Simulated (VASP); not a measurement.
# CaO in VASP: settings compared

Aim: see how the results for CaO move with the level of theory and the settings. Levels: PBE, r2SCAN. Tasks: single point.

All numbers are computed with VASP 6.6.1; they aren't measurements. Logs are shortened: lines on timing, memory, paths and dates and some standing lists are left out, and cuts for length are marked.

## 1. The cell of the first run

The structure is hexagonal, space group P6_3/mmc (No. 194). The conventional cell has a = 3.981 Å, b = 3.981 Å, c = 4.707 Å, α = 90.00°, β = 90.00°, γ = 120.00°. Ca (site symmetry -6m2) has 5 O at 2.30 to 2.35 Å within 3.0 Å. O (site symmetry -6m2) has 5 Ca at 2.30 to 2.35 Å within 3.0 Å.

## 2. Single point, PBE (uniaxial z strain -1.3%)

Input file INCAR:

```
SYSTEM = CaO
PREC     = Accurate       ! precision mode
ENCUT    = 520            ! plane-wave cutoff, eV
EDIFF    = 1E-7           ! SCF threshold, eV
ISMEAR   = -1             ! smearing method
SIGMA    = 0.02           ! smearing width, eV
LREAL    = .False.        ! projectors in reciprocal space
LASPH    = .True.         ! aspherical terms in the spheres
NELM     = 100            ! most SCF steps
ALGO     = Normal         ! electronic algorithm
ISIF     = 2              ! what is computed and relaxed
LWAVE    = .False.        ! write WAVECAR
LCHARG   = .False.        ! write CHGCAR
GGA      = PE             ! functional
NBANDS   = 24             ! bands
```

Input file KPOINTS:

```
Automatic mesh
0
Gamma
  12 12 6
  0 0 0
```

Input file POSCAR:

```
CaO
1.0
    3.9808380022      0.0000000000      0.0000000000
   -1.9904190011      3.4475068382      0.0000000000
    0.0000000000      0.0000000000      4.7069971713
Ca O
2 2
Direct
    0.3333333333      0.6666666667     -0.0625000000
    0.6666666667      0.3333333333      0.4375000000
    0.3333333333      0.6666666667      0.4375000000
    0.6666666667      0.3333333333      0.9375000000
```

Potentials or basis: VASP PAW PBE potentials, release 64 (Ca_sv, O).

On the command line:

```
$ cat potpaw_PBE.64/Ca_sv/POTCAR potpaw_PBE.64/O/POTCAR > POTCAR
$ mpirun -np 1 vasp_std > vasp.out
```

OUTCAR:

```text
SYSTEM = CaO
   PREC = Accurate
   ENCUT = 520
   EDIFF = 1E-7
   ISMEAR = -1
   LREAL = .False.
   LASPH = .True.
   NELM = 100
   ISIF = 2
   GGA = PE

 ion  position               nearest neighbor table
   1  0.333  0.667  0.938-   4 2.30   4 2.30   4 2.30   3 2.35   3 2.35
   2  0.667  0.333  0.438-   3 2.30   3 2.30   3 2.30   4 2.35   4 2.35
   3  0.333  0.667  0.438-   2 2.30   2 2.30   2 2.30   1 2.35   1 2.35
   4  0.667  0.333  0.938-   1 2.30   1 2.30   1 2.30   2 2.35   2 2.35

  LATTYP: Found a hexagonal cell.
 ALAT       =     3.9808380022
 C/A-ratio  =     1.1824136447

  Lattice vectors:

 A1 = (   3.9808380022,   0.0000000000,   0.0000000000)
 A2 = (  -1.9904190011,   3.4475068382,   0.0000000000)
 A3 = (   0.0000000000,   0.0000000000,   4.7069971713)

Analysis of symmetry for initial positions (statically):
=====================================================================
 Subroutine PRICEL returns:
 Original cell was already a primitive cell.

 Routine SETGRP: Setting up the symmetry group for a
 hexagonal supercell.

 Subroutine GETGRP returns: Found 24 space group operations
 (whereof  6 operations were pure point group operations)
 out of a pool of 24 trial point group operations.

The static configuration has the point symmetry C_3v.
 The point group associated with its full space group is D_6h.

Analysis of symmetry for dynamics (positions and initial velocities):
=====================================================================
 Subroutine PRICEL returns:
 Original cell was already a primitive cell.

 Routine SETGRP: Setting up the symmetry group for a
 hexagonal supercell.

 Subroutine GETGRP returns: Found 24 space group operations
 (whereof  6 operations were pure point group operations)
 out of a pool of 24 trial point group operations.

The dynamic configuration has the point symmetry C_3v.
 The point group associated with its full space group is D_6h.

 Subroutine INISYM returns: Found 24 space group operations
 (whereof  6 operations are pure point group operations),
 and found     1 'primitive' translations

----------------------------------------------------------------------------------------

                                     Primitive cell

  volume of cell :      64.5987

  direct lattice vectors                    reciprocal lattice vectors
     3.980838002  0.000000000  0.000000000     0.251203390  0.145032345  0.000000000
    -1.990419001  3.447506838  0.000000000     0.000000000  0.290064689  0.000000000
     0.000000000  0.000000000  4.706997171     0.000000000  0.000000000  0.212449671

  length of vectors
     3.980838002  3.980838002  4.706997171     0.290064689  0.290064689  0.212449671

  position of ions in fractional coordinates (direct lattice)
     0.333333333  0.666666667  0.937500000
     0.666666667  0.333333333  0.437500000
     0.333333333  0.666666667  0.437500000
     0.666666667  0.333333333  0.937500000

  ion indices of the primitive-cell ions
   primitive index   ion index
                 1           1
                 2           2
                 3           3
                 4           4

----------------------------------------------------------------------------------------

 KPOINTS: Automatic mesh

Automatic generation of k-mesh.
 Grid dimensions read from file:
 generate k-points for:   12   12    6

 Generating k-lattice:

  Cartesian coordinates                     Fractional coordinates (reciprocal lattice)
     0.020933616  0.012086029  0.000000000     0.083333333  0.000000000  0.000000000
     0.000000000  0.024172057  0.000000000     0.000000000  0.083333333  0.000000000
     0.000000000  0.000000000  0.035408278     0.000000000  0.000000000  0.166666667

  Length of vectors
     0.024172057  0.024172057  0.035408278

  Shift w.r.t. Gamma in fractional coordinates (k-lattice)
     0.000000000  0.000000000  0.000000000

 Subroutine IBZKPT returns following result:
 ===========================================

 Found     76 irreducible k-points:

 Following reciprocal coordinates:
            Coordinates               Weight
  0.000000  0.000000  0.000000      1.000000
  0.083333  0.000000  0.000000      6.000000
  0.166667  0.000000  0.000000      6.000000
  0.250000  0.000000  0.000000      6.000000
  0.333333  0.000000  0.000000      6.000000
  0.416667  0.000000  0.000000      6.000000
[... 16 lines left out ...]
  0.250000  0.000000  0.166667     12.000000
  0.333333  0.000000  0.166667     12.000000
 [... further k-points ...]
   k-points           NKPTS =     76   k-points in BZ     NKDIM =     76   number of bands    NBANDS=     24
   number of dos      NEDOS =    301   number of ions     NIONS =      4
   total plane-waves  NPLWV =  32400
   dimension x,y,z NGX =    30 NGY =   30 NGZ =   36
   dimension x,y,z NGXF=    60 NGYF=   60 NGZF=   72
   ions per type =               2   2
   NGX,Y,Z   is equivalent  to a cutoff of  12.53, 12.53, 12.71 a.u.
   NGXF,Y,Z  is equivalent  to a cutoff of  25.06, 25.06, 25.43 a.u.
 SYSTEM =  CaO
   PREC   = accura    normal or accurate (medium, high low for compatibility)
   ISTART =      0    job   : 0-new  1-cont  2-samecut
   ICHARG =      2    charge: 1-file 2-atom 10-const
   ISPIN  =      1    spin polarized calculation?
   LNONCOLLINEAR =      F non collinear calculations
   LSORBIT =      F    spin-orbit coupling
   LASPH  =      T    aspherical Exc in radial PAW
   ENCUT  =  520.0 eV  38.22 Ry    6.18 a.u.   7.40  7.40  8.75*2*pi/ulx,y,z
   NELM   =    100;   NELMIN=  2; NELMDL= -5     # of ELM steps
   EDIFF  = 0.1E-06   stopping-criterion for ELM
   LREAL  =      F    real-space projection
   EDIFFG = 0.1E-05   stopping-criterion for IOM
   NSW    =      0    number of steps for IOM
   IBRION =     -1    ionic relax: 0-MD 1-quasi-New 2-CG
   NFREE  =      0    steps in history (QN), initial steepest desc. (CG)
   ISIF   =      2    stress and relaxation
   ISYM   =      2    0-nonsym 1-usesym 2-fastsym
   POTIM  = 0.5000    time-step for ionic-motion
   TEBEG  =    0.0;   TEEND  =   0.0 temperature during run
   PSTRESS=    0.0 pullay stress
   NELECT =      32.0000    total number of electrons
   NUPDOWN=      -1.0000    fix difference up-down
   EMIN   =  10.00;   EMAX   =-10.00  energy-range for DOS
   EFERMI =   0.00;   METHOD = LEGACY
   ISMEAR =    -1;   SIGMA  =   0.02  broadening in eV -4-tet -1-fermi 0-gaus
   EFERMI_NEDOS =   21; number of points for ismear=-14 and -15
   IALGO  =     38    algorithm
   IMIX   =      4    mixing-type and parameters
     AMIX     =   0.40;   BMIX     =  1.00
     AMIX_MAG =   1.60;   BMIX_MAG =  1.00
  volume/ion in A,a.u.               =      16.15       108.98
  Fermi-wavevector in a.u.,A,eV,Ry     =   1.295340  2.447837 22.829278  1.677905
  Thomas-Fermi vector in A             =   2.426866
   LORBIT       =      0    0 simple, 1 ext, 2 COOP (PROOUT), +10 PAW based schemes
   GGA     = PE    functional components
   LHFCALC =     F    Hartree Fock is set to
   AEXX    =    0.0000 exact exchange contribution
   IVDW    =     0    specifies the selected vdW correction
   LEPSILON=     F    determine dielectric tensor
   LRPA    =     F    only Hartree local field effects (RPA)
 non-spin polarized calculation
  energy-cutoff  :      520.00
  volume of cell :       64.60
 maximum number of plane-waves:      1765
 NGX is ok and might be reduce to    30
   NGX = 15   NGY = 15   NGZ = 17

 number of electron      32.0000004 magnetization

 Free energy of the ion-electron system (eV)
  ---------------------------------------------------
  ext. energy  EPLUGINS =         0.00000000
  ---------------------------------------------------
  free energy    TOTEN  =       -25.31512456 eV

  energy without entropy =      -25.31512456  energy(sigma->0) =      -25.31512456

 E-fermi :   1.8523     XC(G=0):  -9.4892

 val. band max:        1.4785703971   @ k =   0.0000   0.0000   0.0000
 cond. band min:       4.6702361127   @ k =   0.0000   0.0000   0.0000
 fundamental gap:      3.1916657156
 Fermi energy:         1.8522692037

 k-point     1 :       0.0000    0.0000    0.0000
  band No.  band energies     occupation
      1     -36.1077      2.00000
      2     -35.9598      2.00000
      3     -17.4715      2.00000
      4     -17.2203      2.00000
      5     -17.2203      2.00000
      6     -17.0008      2.00000
[... 16 lines left out ...]
     23      10.0674      0.00000
     24      10.0684      0.00000

 k-point     2 :       0.0833    0.0000    0.0000
  band No.  band energies     occupation
      1     -36.1046      2.00000
      2     -35.9611      2.00000
      3     -17.4614      2.00000
      4     -17.2528      2.00000
      5     -17.2270      2.00000
      6     -17.0416      2.00000
[... 16 lines left out ...]
     23       9.8531      0.00000
     24      10.0174      0.00000

 k-point     3 :       0.1667    0.0000    0.0000
  band No.  band energies     occupation
      1     -36.0957      2.00000
      2     -35.9651      2.00000
      3     -17.4323      2.00000
      4     -17.3384      2.00000
      5     -17.2446      2.00000
      6     -17.1462      2.00000
[... 16 lines left out ...]
     23       9.7311      0.00000
     24       9.8727      0.00000
[... 514 lines left out ...]
 k-point    23 :       0.2500    0.0000    0.1667
  band No.  band energies     occupation
      1     -36.0745      2.00000
      2     -35.9789      2.00000
      3     -17.6106      2.00000
      4     -17.4000      2.00000
      5     -17.2491      2.00000
      6     -17.2238      2.00000
[... 16 lines left out ...]
     23      10.1571      0.00000
     24      10.1879      0.00000

 k-point    24 :       0.3333    0.0000    0.1667
  band No.  band energies     occupation
      1     -36.0603      2.00000
      2     -35.9863      2.00000
      3     -17.6886      2.00000
      4     -17.5249      2.00000
      5     -17.2693      2.00000
      6     -17.1976      2.00000
[... 16 lines left out ...]
     23       9.9951      0.00000
     24      10.3335      0.00000

 [... further k-points ...]

------------------------ aborting loop because EDIFF is reached ----------------------------------------

  FORCE on cell =-STRESS in cart. coord.  units (eV):
  Direction    XX          YY          ZZ          XY          YZ          ZX
  --------------------------------------------------------------------------------------
  -------------------------------------------------------------------------------------
  Total        1.1435316      1.1435316      2.2678587      0.0000000     -0.0000000      0.0000000
  in kB       28.3618896     28.3618896     56.2474694      0.0000000     -0.0000000      0.0000000
  external PRESSURE =      37.6570829 kB  Pullay stress =       0.0000000 kB

 VOLUME and BASIS-vectors are now :
 -----------------------------------------------------------------------------
  energy-cutoff  :      520.00
  volume of cell :       64.60
      direct lattice vectors                 reciprocal lattice vectors
     3.980838002  0.000000000  0.000000000     0.251203390  0.145032345  0.000000000
    -1.990419001  3.447506838  0.000000000     0.000000000  0.290064689  0.000000000
     0.000000000  0.000000000  4.706997171     0.000000000  0.000000000  0.212449671

 POSITION                                       TOTAL-FORCE (eV/Angst)
 -----------------------------------------------------------------------------------
     -0.00000      2.29834      4.41281         0.000000     -0.000000     -0.000000
      1.99042      1.14917      2.05931        -0.000000      0.000000     -0.000000
     -0.00000      2.29834      2.05931         0.000000     -0.000000      0.000000
      1.99042      1.14917      4.41281        -0.000000      0.000000     -0.000000
 -----------------------------------------------------------------------------------
    total drift:                               -0.000000      0.000000      0.000000

  FREE ENERGIE OF THE ION-ELECTRON SYSTEM (eV)
  ---------------------------------------------------
  free  energy   TOTEN  =       -25.3151245631 eV

  energy  without entropy=      -25.3151245631  energy(sigma->0) =      -25.31512456
```

It took 4 min on 1 thread of Intel Xeon 8259CL, shared host; peak memory 0.24 GiB.

Results:

* Free energy: -25.3151 eV
* Pressure: 3.8 GPa
* Band gap on the k mesh: 3.19 eV

Caveat: the cell differs from its parent crystal (uniaxial z strain -1.3%); the cell stands under pressure.

## 3. Single point, r2SCAN (uniaxial z strain -1.3%)

POSCAR is that of step 2.

Input file INCAR.step1:

```
SYSTEM = CaO
PREC = Accurate
ENCUT = 520
ISMEAR = 0
SIGMA = 0.01
LREAL = .False.
LASPH = .True.
NELM = 100
NBANDS = 24
GGA = PE
ALGO = Normal
EDIFF = 1E-4
LWAVE = .True.
LCHARG = .False.
```

Input file INCAR.step2:

```
SYSTEM = CaO
PREC = Accurate
ENCUT = 520
EDIFF = 1E-6
ISMEAR = 0
SIGMA = 0.01
LREAL = .False.
LASPH = .True.
NELM = 100
ALGO = Normal
ISIF = 2
LWAVE = .False.
LCHARG = .False.
METAGGA = R2SCAN
LMIXTAU = .True.
NBANDS = 24
ISTART = 1
```

Input file KPOINTS:

```
regular mesh
0
Gamma
  12 12 6
  0 0 0
```

Potentials or basis: VASP PAW PBE potentials, release 64 (Ca_sv, O).

On the command line:

```
$ cat potpaw_PBE.64/Ca_sv/POTCAR potpaw_PBE.64/O/POTCAR > POTCAR
$ cp INCAR.step1 INCAR
$ mpirun -np 1 vasp_std > vasp.out
$ cp INCAR.step2 INCAR
$ mpirun -np 1 vasp_std > vasp.out
```

It took 11 min on 1 thread of Intel Xeon 8259CL, shared host; peak memory 0.25 GiB.

It converged, with:

```
Free energy            : -38.4725 eV
Pressure               : 2.5 GPa
Band gap on the k mesh : 3.61 eV
```

Stress tensor (GPa, compression positive):
```
1.68 0.00 0.00
0.00 1.68 0.00
0.00 0.00 4.04
```

Levels at points of the mesh, in eV from the valence-band top:
```
           k point  band 12  band 13  band 14  band 15  band 16  band 17  band 18  band 19  band 20  band 21
(0.00, 0.00, 0.00)    -1.24    -1.21    -1.21    -1.04     0.00     3.61     6.80     6.80     8.51     8.65
(0.50, 0.00, 0.00)    -1.09    -0.89    -0.80    -0.57    -0.42     5.10     5.81     5.86     8.39     8.41
(0.00, 0.00, 0.50)    -1.64    -1.35    -1.35    -1.35    -1.35     5.44     5.44     8.57     8.57     8.57
(0.50, 0.00, 0.50)    -2.12    -1.12    -1.12    -0.81    -0.81     5.85     5.85     8.09     8.09     8.75
```

Caveat: the cell differs from its parent crystal (uniaxial z strain -1.3%); the PAW data sets were made with another functional, which shifts forces and pressure a little.

## 4. Single point, PBE (shear xy strain -2.3%)

Input file INCAR:

```
PREC = Accurate
ENCUT = 520
EDIFF = 1E-6
ISMEAR = -1
SIGMA = 0.02
LREAL = F
LASPH = T
NELM = 80
ALGO = Normal
ISIF = 2
LWAVE = F
LCHARG = T
GGA = PE
LELF = T
LVHAR = T
NBANDS = 24
```

Input file KPOINTS:

```
regular mesh
0
Gamma
  12 12 6
```

Input file POSCAR:

```
CaO
1.0
    3.9808380022     -0.0455805951      0.0000000000
   -2.0298929544      3.4702971358      0.0000000000
    0.0000000000      0.0000000000      4.7704440775
Ca O
2 2
Direct
    0.3365728914      0.6667646355     -0.0625000000
    0.6634271086      0.3332353645      0.4375000000
    0.3358253499      0.6667390923      0.4375000000
    0.6641746501      0.3332609077      0.9375000000
```

On the command line:

```
$ cat potpaw_PBE.64/Ca_sv/POTCAR potpaw_PBE.64/O/POTCAR > POTCAR
$ mpirun -np 1 vasp_std > vasp.out
```

Wall time 12 min (1 thread of Intel Xeon 8259CL, shared host); peak memory 0.48 GiB.

The run converged. Its results:

```
Free energy            : -25.3367 eV
Pressure               : 2.3 GPa
Band gap on the k mesh : 3.19 eV
```

Forces on the atoms (eV/Å):
```
Ca   0.003  0.000  0.000
Ca  -0.003  0.000  0.000
O    0.002  0.000  0.000
O   -0.002  0.000  0.000
```

Stress tensor (GPa, compression positive):
```
2.08 0.29 0.00
0.29 2.12 0.00
0.00 0.00 2.60
```

Levels at points of the mesh, in eV from the valence-band top:
| k point | band 12 | band 13 | band 14 | band 15 | band 16 | band 17 | band 18 | band 19 | band 20 | band 21 |
| --- | --- | --- | --- | --- | --- | --- | --- | --- | --- | --- |
| (0.00, 0.00, 0.00) | -1.20 | -1.18 | -1.15 | -1.09 | 0.00 | 3.19 | 6.09 | 6.21 | 7.74 | 7.78 |
| (0.50, 0.00, 0.00) | -1.04 | -0.87 | -0.82 | -0.60 | -0.39 | 4.73 | 5.18 | 5.21 | 7.70 | 7.77 |
| (0.00, 0.50, 0.00) | -1.07 | -0.86 | -0.84 | -0.60 | -0.39 | 4.70 | 5.26 | 5.27 | 7.66 | 7.74 |
| (0.50, 0.50, 0.00) | -1.10 | -0.85 | -0.84 | -0.60 | -0.39 | 4.65 | 5.33 | 5.33 | 7.62 | 7.71 |
| (0.00, 0.00, 0.50) | -1.59 | -1.31 | -1.31 | -1.29 | -1.29 | 5.00 | 5.00 | 7.78 | 7.78 | 7.83 |
| (0.50, 0.00, 0.50) | -2.07 | -1.07 | -1.07 | -0.77 | -0.77 | 5.39 | 5.39 | 7.30 | 7.30 | 7.99 |
| (0.00, 0.50, 0.50) | -2.09 | -1.07 | -1.07 | -0.77 | -0.77 | 5.37 | 5.37 | 7.35 | 7.35 | 7.99 |
| (0.50, 0.50, 0.50) | -2.11 | -1.08 | -1.08 | -0.76 | -0.76 | 5.35 | 5.35 | 7.39 | 7.39 | 7.98 |

Caveat: the cell differs from its parent crystal (shear xy strain -2.3%). A k mesh can miss the band edges.

## 5. Overview

```tsv
level	cell	smearing	gap on the mesh (eV)	pressure (GPa)
PBE	a = 3.981, b = 3.981, c = 4.707 Å, angles 90.0, 90.0, 120.0°, 4 atoms, uniaxial z strain -1.3%	fermi-dirac 0.02 eV	3.19	3.8
r2SCAN	a = 3.981, b = 3.981, c = 4.707 Å, angles 90.0, 90.0, 120.0°, 4 atoms, uniaxial z strain -1.3%	gaussian 0.01 eV	3.61	2.5
PBE	a = 3.981, b = 4.020, c = 4.770 Å, angles 90.0, 90.0, 121.0°, 4 atoms, shear xy strain -2.3%	fermi-dirac 0.02 eV	3.19	2.3
```

Alike in all rows: task single point; potentials or basis VASP PAW PBE potentials, release 64 (Ca_sv, O); no spin polarisation; k mesh 12 × 12 × 6; cutoff (eV) 520.

Caveats: the cell stands under pressure (at least some runs); the PAW data sets were made with another functional, which shifts forces and pressure a little (at least some runs).

Absolute energies hang on the potentials; compare differences alone.
